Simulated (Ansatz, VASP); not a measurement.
## Ga2O3: VASP beside Ansatz

POSCAR

```
Ga2O3
1.0
    2.5546099123      1.4749047206      4.7046999466
   -2.5546099123      1.4749047206      4.7046999466
    0.0000000000     -2.9498094411      4.7046999466
Ga O
4 6
Direct
    0.3554023483      0.3554023483      0.3554023483
    0.1445976517      0.1445976517      0.1445976517
    0.6445976517      0.6445976517      0.6445976517
    0.8554023483      0.8554023483      0.8554023483
    0.5536262452      0.9463737548      0.2500000000
    0.2500000000      0.5536262452      0.9463737548
    0.9463737548      0.2500000000      0.5536262452
    0.4463737548      0.0536262452      0.7500000000
    0.7500000000      0.4463737548      0.0536262452
    0.0536262452      0.7500000000      0.4463737548
```

Contents of INCAR.step1:

```
ALGO = Normal ; EDIFF = 1E-4
ENCUT = 520 ; GGA = PE
ISMEAR = 0 ; LASPH = T
LCHARG = F ; LREAL = F
LWAVE = T ; NBANDS = 55
NELM = 60 ; PREC = Accurate
SIGMA = 0.05
```

Contents of INCAR.step2:

```
ALGO = Normal ; EDIFF = 1E-6
ENCUT = 520 ; ISIF = 2
ISMEAR = 0 ; ISTART = 1
LASPH = T ; LCHARG = F
LMIXTAU = T ; LREAL = F
LWAVE = F ; METAGGA = R2SCAN
NBANDS = 55 ; NELM = 60
PREC = Accurate ; SIGMA = 0.05
```

File KPOINTS:

```
k-points
0
Gamma
  6 6 6
```

Input for Ansatz:

```yaml
crystal:
  lattice:
    - [2.5546099123, 1.4749047206, 4.7046999466]
    - [-2.5546099123, 1.4749047206, 4.7046999466]
    - [0.0, -2.9498094411, 4.7046999466]
  atoms:
    - { symbol: Ga, position: [0.3554023483, 0.3554023483, 0.3554023483] }
    - { symbol: Ga, position: [0.1445976517, 0.1445976517, 0.1445976517] }
    - { symbol: Ga, position: [0.6445976517, 0.6445976517, 0.6445976517] }
    - { symbol: Ga, position: [0.8554023483, 0.8554023483, 0.8554023483] }
    - { symbol: O, position: [0.5536262452, 0.9463737548, 0.25] }
    - { symbol: O, position: [0.25, 0.5536262452, 0.9463737548] }
    - { symbol: O, position: [0.9463737548, 0.25, 0.5536262452] }
    - { symbol: O, position: [0.4463737548, 0.0536262452, 0.75] }
    - { symbol: O, position: [0.75, 0.4463737548, 0.0536262452] }
    - { symbol: O, position: [0.0536262452, 0.75, 0.4463737548] }
basis:
  ecutwfc: 500
kpoints:
  mp_grid: { grid: [6, 6, 6] }
hamiltonian:
  xc: r2scan
scf:
  occupations: { method: gaussian, width: 0.05 }
output:
  forces: true
  stress: true
  eigenvalues: true
  write_density: true
  write_potential: true
  elf: true
  volumetric_format: npy
```

Change from the starting cell: strain +0.025 along x and y, +0.050 along z, atoms carried along.

Alike in both runs: task single point; functional r2SCAN; k mesh 6 × 6 × 6; occupations gaussian, width 0.05 eV; no spin polarisation.

|  | VASP | Ansatz |
| --- | --- | --- |
| version | VASP 6.6.1 | Ansatz 0.2.0 |
| potentials or method | VASP PAW PBE potentials, release 64 (Ga_d, O), cutoff 520 eV | scalar-relativistic, plane waves, PAW |
| valence electrons in the cell | 88 | 88 |

VASP gave:

| Item | Value |
| --- | --- |
| gap on the k mesh at the Fermi level (eV) | 2.49 |
| least direct gap on the mesh (eV) | 2.67 |
| pressure (GPa) | -17.0 |
| traceless stress, the component that is largest in VASP (GPa) | -2.92 |
| rms of the force components (eV/Å) | 0.039 |

Which values does Ansatz return?

gap on the k mesh at the Fermi level (eV): 2.50; least direct gap on the mesh (eV): 2.67; pressure (GPa): -18.2; traceless stress, the component that is largest in VASP (GPa): -2.67; rms of the force components (eV/Å): 0.022.

VASP's potentials were made for PBE, not for r2SCAN. Atom by atom the forces differ by 0.025 eV/Å (rms over components). The functional is the same, so the differences come from potentials, cutoffs and numerics.
